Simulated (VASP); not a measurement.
Set up this calculation in VASP 6.6.1, as the native input.

```yaml
Task: relaxation of cell and atoms
Functional: LDA
Potentials_or_basis: VASP PAW LDA potentials, release 64 (Cu)
Cutoff: 600 eV
k_mesh: 20 × 20 × 20
Occupations: gaussian, width 0.1 eV
Spin: no spin polarisation
Dipole_correction: no
Further_INCAR_settings: ALGO = Normal; EDIFF = 1e-07; IBRION = 2; EDIFFG = -0.005; NSW = 100; ISIF = 3
```

The structure of Cu lies in POSCAR:

```
Cu
1.0
    0.0000000000      1.7887153400      1.7887153400
    1.7887153400      0.0000000000      1.7887153400
    1.7887153400      1.7887153400      0.0000000000
Cu
1
Direct
    0.0000000000      0.0000000000      0.0000000000
```

These files were run (other wordings do the same):

INCAR

```
PREC = Accurate
ENCUT = 600
EDIFF = 1E-7
ISMEAR = 0
SIGMA = 0.1
LREAL = F
LASPH = T
NELM = 100
ALGO = Normal
ISIF = 3
LWAVE = F
LCHARG = F
IBRION = 2
NSW = 100
EDIFFG = -0.005
```

KPOINTS

```
Automatic mesh
0
Gamma
  20 20 20
```

Potentials or basis: VASP PAW LDA potentials, release 64 (Cu).

Run with:

```sh
$ cat potpaw_LDA.64/Cu/POTCAR > POTCAR
$ mpirun -np 1 vasp_std > vasp.out
```

It gave:

```json
{"Relaxed volume": "10.94 Å³/atom", "Relaxed cell": "a = 2.492 Å, b = 2.492 Å, c = 2.492 Å, α = 60.00°, β = 60.00°, γ = 60.00°", "Space group after relaxing (to 0.05 Å)": "Fm-3m (No. 225)", "Energy gained by relaxing": "12.3 meV/atom", "Ionic steps": "3", "Pressure after relaxing": "0.0 GPa"}
```

Wall time 52 s on 1 thread of Intel(R) Xeon(R) Platinum 8259CL CPU @ 2.50GHz (Skylake/Cascade Lake) (shared host), peak memory 0.15 GiB.
